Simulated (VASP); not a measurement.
# NbAs (I4_1md) in VASP: notebook

Runs on NbAs. Level: PBE. Tasks: single point.

All numbers are computed with VASP 6.6.1; they aren't measurements. Logs are shortened: lines on timing, memory, paths and dates and some standing lists are left out, and cuts for length are marked.

### 1 The cell of the first run

It takes space group I4_1md (No. 109, tetragonal). Conventional cell: a = 3.475 Å, b = 3.475 Å, c = 11.757 Å, α = 90.00°, β = 90.00°, γ = 90.00°. Within 3.5 Å of Nb (site symmetry 2mm) lie 6 As at 2.61 to 2.65 Å and 8 Nb at 3.41 to 3.47 Å. Within 3.5 Å of As (site symmetry 2mm) lie 6 Nb at 2.61 to 2.65 Å and 8 As at 3.41 to 3.47 Å.

### 2 Single point, PBE

The input, INCAR:

```
SYSTEM = NbAs
PREC = Accurate ; ENCUT = 520
EDIFF = 1E-6 ; ISMEAR = -1
SIGMA = 0.05 ; LREAL = .FALSE.
LASPH = .TRUE. ; NELM = 80
ALGO = Normal ; ISIF = 2
LWAVE = .FALSE. ; LCHARG = .TRUE.
GGA = PE ; LELF = .TRUE.
LVHAR = .TRUE. ; NBANDS = 26
```

The input, KPOINTS:

```
regular mesh
0
G
  11 11 11
  0 0 0
```

The input, POSCAR:

```
NbAs
1.0
   -1.7372798033      1.7372798033      5.8786766238
    1.7372798033     -1.7372798033      5.8786766238
    1.7372798033      1.7372798033     -5.8786766238
Nb As
2 2
Direct
    0.5000000000      0.0000000000      0.5000000000
    0.7500000000      0.7500000000      0.0000000000
    0.9160000000      0.4160000000      0.5000000000
    0.1660000000      0.1660000000      0.0000000000
```

Potentials or basis: VASP PAW PBE potentials, release 64 (Nb_sv, As).

Run with:

```console
$ cat potpaw_PBE.64/Nb_sv/POTCAR potpaw_PBE.64/As/POTCAR > POTCAR
$ mpirun -np 1 vasp_std > vasp.out
```

OUTCAR:

```text
SYSTEM = NbAs
   PREC = Accurate
   ENCUT = 520
   EDIFF = 1E-6
   ISMEAR = -1
   LREAL = .FALSE.
   LASPH = .TRUE.
   NELM = 80
   ISIF = 2
   GGA = PE

 ion  position               nearest neighbor table
   1  0.500  0.000  0.500-   4 2.61   4 2.61   3 2.65   3 2.65   3 2.65   3 2.65
   2  0.750  0.750  0.000-   3 2.61   3 2.61   4 2.65   4 2.65   4 2.65   4 2.65
   3  0.916  0.416  0.500-   2 2.61   2 2.61   1 2.65   1 2.65   1 2.65   1 2.65
   4  0.166  0.166  0.000-   1 2.61   1 2.61   2 2.65   2 2.65   2 2.65   2 2.65

  LATTYP: Found a body centered tetragonal cell.
 ALAT       =     3.4745596066
 C/A-ratio  =     3.3838398470

  Lattice vectors:

 A1 = (  -1.7372798033,   1.7372798033,   5.8786766238)
 A2 = (   1.7372798033,  -1.7372798033,   5.8786766238)
 A3 = (   1.7372798033,   1.7372798033,  -5.8786766238)

Analysis of symmetry for initial positions (statically):
=====================================================================
 Subroutine PRICEL returns:
 Original cell was already a primitive cell.

 Routine SETGRP: Setting up the symmetry group for a
 body centered tetragonal supercell.

 Subroutine GETGRP returns: Found  8 space group operations
 (whereof  4 operations were pure point group operations)
 out of a pool of 16 trial point group operations.

The static configuration has the point symmetry C_2v.
 The point group associated with its full space group is C_4v.

Analysis of symmetry for dynamics (positions and initial velocities):
=====================================================================
 Subroutine PRICEL returns:
 Original cell was already a primitive cell.

 Routine SETGRP: Setting up the symmetry group for a
 body centered tetragonal supercell.

 Subroutine GETGRP returns: Found  8 space group operations
 (whereof  4 operations were pure point group operations)
 out of a pool of 16 trial point group operations.

The dynamic configuration has the point symmetry C_2v.
 The point group associated with its full space group is C_4v.

 Subroutine INISYM returns: Found  8 space group operations
 (whereof  4 operations are pure point group operations),
 and found     1 'primitive' translations

----------------------------------------------------------------------------------------

                                     Primitive cell

  volume of cell :      70.9707

  direct lattice vectors                    reciprocal lattice vectors
[... 90 lines left out ...]
   NELM   =     80;   NELMIN=  2; NELMDL= -5     # of ELM steps
   EDIFF  = 0.1E-05   stopping-criterion for ELM
   LREAL  =      F    real-space projection
   EDIFFG = 0.1E-04   stopping-criterion for IOM
   NSW    =      0    number of steps for IOM
   IBRION =     -1    ionic relax: 0-MD 1-quasi-New 2-CG
   NFREE  =      0    steps in history (QN), initial steepest desc. (CG)
   ISIF   =      2    stress and relaxation
   ISYM   =      2    0-nonsym 1-usesym 2-fastsym
   POTIM  = 0.5000    time-step for ionic-motion
   TEBEG  =    0.0;   TEEND  =   0.0 temperature during run
   PSTRESS=    0.0 pullay stress
   NELECT =      36.0000    total number of electrons
   NUPDOWN=      -1.0000    fix difference up-down
   EMIN   =  10.00;   EMAX   =-10.00  energy-range for DOS
   EFERMI =   0.00;   METHOD = LEGACY
   ISMEAR =    -1;   SIGMA  =   0.05  broadening in eV -4-tet -1-fermi 0-gaus
   EFERMI_NEDOS =   21; number of points for ismear=-14 and -15
   IALGO  =     38    algorithm
   IMIX   =      4    mixing-type and parameters
     AMIX     =   0.40;   BMIX     =  1.00
     AMIX_MAG =   1.60;   BMIX_MAG =  1.00
  volume/ion in A,a.u.               =      17.74       119.73
  Fermi-wavevector in a.u.,A,eV,Ry     =   1.305618  2.467259 23.192995  1.704637
  Thomas-Fermi vector in A             =   2.436475
   LORBIT       =      0    0 simple, 1 ext, 2 COOP (PROOUT), +10 PAW based schemes
   GGA     = PE    functional components
   LHFCALC =     F    Hartree Fock is set to
   AEXX    =    0.0000 exact exchange contribution
   IVDW    =     0    specifies the selected vdW correction
   LEPSILON=     F    determine dielectric tensor
   LRPA    =     F    only Hartree local field effects (RPA)
 non-spin polarized calculation
  energy-cutoff  :      520.00
  volume of cell :       70.97
 maximum number of plane-waves:      1940
   NGX = 23   NGY = 23   NGZ = 23

 number of electron      36.0000000 magnetization

 Free energy of the ion-electron system (eV)
  ---------------------------------------------------
  ext. energy  EPLUGINS =         0.00000000
  ---------------------------------------------------
  free energy    TOTEN  =       -32.52442718 eV

  energy without entropy =      -32.51815915  energy(sigma->0) =      -32.52129317

 E-fermi :   9.3941     XC(G=0): -11.7523

 val. band max:        9.3726729762   @ k =  -0.0909   0.4545   0.0909
 cond. band min:       9.4020444872   @ k =  -0.1818  -0.4545   0.1818
 fundamental gap:      0.0293715110
 Fermi energy:         9.3941327798

 k-point     1 :       0.0000    0.0000    0.0000
  band No.  band energies     occupation
      1     -45.7789      2.00000
      2     -45.7531      2.00000
      3     -21.9736      2.00000
      4     -21.8830      2.00000
      5     -21.8830      2.00000
      6     -21.7291      2.00000
[... 685 lines left out ...]
     25      13.0492      0.00000
     26      14.5017      0.00000

 [... further k-points ...]

------------------------ aborting loop because EDIFF is reached ----------------------------------------

  FORCE on cell =-STRESS in cart. coord.  units (eV):
  Direction    XX          YY          ZZ          XY          YZ          ZX
  --------------------------------------------------------------------------------------
  -------------------------------------------------------------------------------------
  Total       -0.1884045     -0.1884045      0.2674797      0.0000000      0.0000000      0.0000000
  in kB       -4.2532672     -4.2532672      6.0384055      0.0000000      0.0000000      0.0000000
  external PRESSURE =      -0.8227096 kB  Pullay stress =       0.0000000 kB

 VOLUME and BASIS-vectors are now :
 -----------------------------------------------------------------------------
  energy-cutoff  :      520.00
  volume of cell :       70.97
      direct lattice vectors                 reciprocal lattice vectors
    -1.737279803  1.737279803  5.878676624     0.000000000  0.287806258  0.085053156
     1.737279803 -1.737279803  5.878676624     0.287806258  0.000000000  0.085053156
     1.737279803  1.737279803 -5.878676624     0.287806258  0.287806258  0.000000000

 POSITION                                       TOTAL-FORCE (eV/Angst)
 -----------------------------------------------------------------------------------
      0.00000      1.73728      0.00000         0.000000      0.000000     -0.274126
      0.00000      0.00000      8.81801        -0.000000     -0.000000     -0.274126
      0.00000      1.73728      4.89106         0.000000      0.000000      0.274126
      0.00000      0.00000      1.95172        -0.000000     -0.000000      0.274126
 -----------------------------------------------------------------------------------
    total drift:                               -0.000000     -0.000000      0.000102

  FREE ENERGIE OF THE ION-ELECTRON SYSTEM (eV)
  ---------------------------------------------------
  free  energy   TOTEN  =       -32.5244271845 eV

  energy  without entropy=      -32.5181591534  energy(sigma->0) =      -32.52129317
```

OSZICAR:

```text
N       E                     dE             d eps       ncg     rms          rms(c)
DAV:   1     0.352057499272E+03    0.35206E+03   -0.18913E+04  6552   0.136E+03
DAV:   2    -0.465126851817E+01   -0.35671E+03   -0.34662E+03  7928   0.496E+02
DAV:   3    -0.325403607923E+02   -0.27889E+02   -0.27414E+02 11832   0.104E+02
DAV:   4    -0.344436028358E+02   -0.19032E+01   -0.18913E+01  9960   0.220E+01
DAV:   5    -0.345025176615E+02   -0.58915E-01   -0.58831E-01 11116   0.420E+00    0.108E+01
DAV:   6    -0.325321670626E+02    0.19704E+01   -0.67939E+00 10120   0.181E+01    0.297E+00
DAV:   7    -0.325308069033E+02    0.13602E-02   -0.44128E-01  9454   0.377E+00    0.188E+00
DAV:   8    -0.325238541061E+02    0.69528E-02   -0.62459E-02 10270   0.155E+00    0.386E-01
DAV:   9    -0.325242222609E+02   -0.36815E-03   -0.52873E-03 10566   0.503E-01    0.225E-01
DAV:  10    -0.325244449760E+02   -0.22272E-03   -0.11563E-03  8452   0.292E-01    0.289E-02
DAV:  11    -0.325244327705E+02    0.12205E-04   -0.66359E-05 10292   0.598E-02    0.135E-02
DAV:  12    -0.325244269958E+02    0.57747E-05   -0.85751E-06  9352   0.299E-02    0.477E-03
DAV:  13    -0.325244271845E+02   -0.18874E-06   -0.45264E-07  4662   0.760E-03
   1 F= -.32524427E+02 E0= -.32521293E+02  d E =-.626803E-02
```

stdout:

```text
POSCAR found type information on POSCAR NbAs
 POSCAR found :  2 types and       4 ions
 scaLAPACK will be used
 LDA part: xc-table for (Slater+PW92), standard interpolation
 POSCAR, INCAR and KPOINTS ok, starting setup
 FFT: planning ... GRIDC
 FFT: planning ... GRID_SOFT
 FFT: planning ... GRID
 WAVECAR not read
 entering main loop
```

Wall time 6.4 min (1 thread of Intel Xeon Platinum 8488C (Sapphire Rapids), shared host); peak memory 0.45 GiB.

Results:

| Property | Result |
| --- | --- |
| Free energy | -32.5244 eV |
| Pressure | -0.1 GPa |
| Largest force | 0.274 eV/Å |
| Band gap on the k mesh | 0.02 eV (least direct gap 0.05 eV) |

Forces on the atoms (eV/Å):
```
Nb   0.000  0.000 -0.274
Nb   0.000  0.000 -0.274
As   0.000  0.000  0.274
As   0.000  0.000  0.274
```

Caveat: the smearing spreads over this small gap. A k mesh can miss the band edges.

### 3 Single point, PBE

This run uses another cell than the first one, of 18.09 Å³/atom.

The input, INCAR:

```
SYSTEM = NbAs
PREC = Accurate ; ENCUT = 520
EDIFF = 1E-6 ; ISMEAR = -1
SIGMA = 0.05 ; LREAL = .False.
LASPH = .True. ; NELM = 60
ALGO = Normal ; ISIF = 2
LWAVE = .False. ; LCHARG = .True.
GGA = PE ; LELF = .True.
LVHAR = .True. ; NBANDS = 26
```

The input, KPOINTS:

```
regular mesh
0
Gamma
  11 11 11
  0 0 0
```

The input, POSCAR:

```
NbAs
1.0
   -1.7485611571      1.7485611571      5.9168509183
    1.7485611571     -1.7485611571      5.9168509183
    1.7485611571      1.7485611571     -5.9168509183
Nb As
2 2
Direct
    0.5000000000      0.0000000000      0.5000000000
    0.7500000000      0.7500000000      0.0000000000
    0.9160000000      0.4160000000      0.5000000000
    0.1660000000      0.1660000000      0.0000000000
```

Potentials or basis: VASP PAW PBE potentials, release 64 (Nb_sv, As).

Run with:

```console
$ cat potpaw_PBE.64/Nb_sv/POTCAR potpaw_PBE.64/As/POTCAR > POTCAR
$ mpirun -np 1 vasp_std > vasp.out
```

It took 6.1 min on 1 thread of Intel Xeon Platinum 8488C (Sapphire Rapids), shared host; peak memory 0.46 GiB.

It converged, with:

```yaml
Free_energy: -32.5108 eV
Pressure: -3.1 GPa
Largest_force: 0.251 eV/Å
Band_gap_on_the_k_mesh: 0.01 eV (least direct gap 0.04 eV)
```

Forces in eV/Å, atoms in the order of the input:
```
Nb   0.000  0.000 -0.251
Nb   0.000  0.000 -0.251
As   0.000  0.000  0.251
As   0.000  0.000  0.251
```

Stress tensor (GPa, compression positive):
```
-3.58  0.00  0.00
 0.00 -3.58  0.00
 0.00  0.00 -2.22
```

Levels at points of the mesh, in eV from the valence-band top:
| k point | band 14 | band 15 | band 16 | band 17 | band 18 | band 19 | band 20 | band 21 | band 22 | band 23 |
| --- | --- | --- | --- | --- | --- | --- | --- | --- | --- | --- |
| (0.00, 0.00, 0.00) | -2.20 | -1.93 | -1.59 | -1.36 | -1.36 | 0.67 | 1.21 | 2.27 | 2.84 | 2.84 |

Caveat: the cell stands under tension; the smearing spreads over this small gap. A k mesh can miss the band edges.

### 4 Single point, PBE

This run uses another cell than the first one, of 18.44 Å³/atom.

The input, INCAR:

```
  PREC = Accurate
  ENCUT = 520
  EDIFF = 1E-7
  ISMEAR = -1
  SIGMA = 0.05
  LREAL = False
  LASPH = True
  NELM = 100
  ALGO = Normal
  ISIF = 2
  LWAVE = False
  LCHARG = True
  GGA = PE
  LELF = True
  LVHAR = True
  NBANDS = 26
```

The input, KPOINTS:

```
Automatic mesh
0
Gamma
  11 11 11
```

The input, POSCAR:

```
NbAs
1.0
   -1.7596987896      1.7596987896      5.9545388829
    1.7596987896     -1.7596987896      5.9545388829
    1.7596987896      1.7596987896     -5.9545388829
Nb As
2 2
Direct
    0.5000000000      0.0000000000      0.5000000000
    0.7500000000      0.7500000000      0.0000000000
    0.9160000000      0.4160000000      0.5000000000
    0.1660000000      0.1660000000      0.0000000000
```

Run with:

```console
$ cat potpaw_PBE.64/Nb_sv/POTCAR potpaw_PBE.64/As/POTCAR > POTCAR
$ mpirun -np 1 vasp_std > vasp.out
```

Run time: 7.7 min. Hardware: 1 thread of Intel Xeon Platinum 8488C (Sapphire Rapids), shared host; peak memory 0.46 GiB.

It converged, with:

* Free energy: -32.4721 eV
* Pressure: -5.8 GPa
* Largest force: 0.230 eV/Å
* Band gap on the k mesh: 0.01 eV (least direct gap 0.03 eV)

Forces in eV/Å, atoms in the order of the input:
```
Nb   0.000  0.000 -0.230
Nb   0.000  0.000 -0.230
As   0.000  0.000  0.230
As   0.000  0.000  0.230
```

Stress tensor (GPa, compression positive):
```
-6.40  0.00  0.00
 0.00 -6.40  0.00
 0.00  0.00 -4.74
```

Levels at points of the mesh, in eV from the valence-band top:
```csv
k point,band 15,band 16,band 17,band 18,band 19,band 20,band 21,band 22
"(0.00, 0.00, 0.00)",-1.88,-1.55,-1.35,-1.35,0.65,1.17,2.21,2.76
```

Caveat: the cell stands under tension; the smearing spreads over this small gap. A k mesh can miss the band edges.

### 5 Summary

```csv
cell,gap on the mesh (eV),pressure (GPa),largest force (eV/Å)
"a = 6.371 Å, angles 148.4, 148.4, 45.4°, 4 atoms",0.02,-0.1,0.27
"a = 6.413 Å, angles 148.4, 148.4, 45.4°, 4 atoms",0.01,-3.1,0.25
"a = 6.454 Å, angles 148.4, 148.4, 45.4°, 4 atoms",0.01,-5.8,0.23
```

Alike in all rows: task single point; level PBE; potentials or basis VASP PAW PBE potentials, release 64 (Nb_sv, As); no spin polarisation; k mesh 11 × 11 × 11; cutoff (eV) 520; smearing fermi-dirac 0.05 eV.

Caveats: the smearing spreads over this small gap; the cell stands under tension (at least some runs).

Absolute energies hang on the potentials; compare differences alone.

The gap in the log of VASP goes by the Fermi energy; the results here count the filled bands.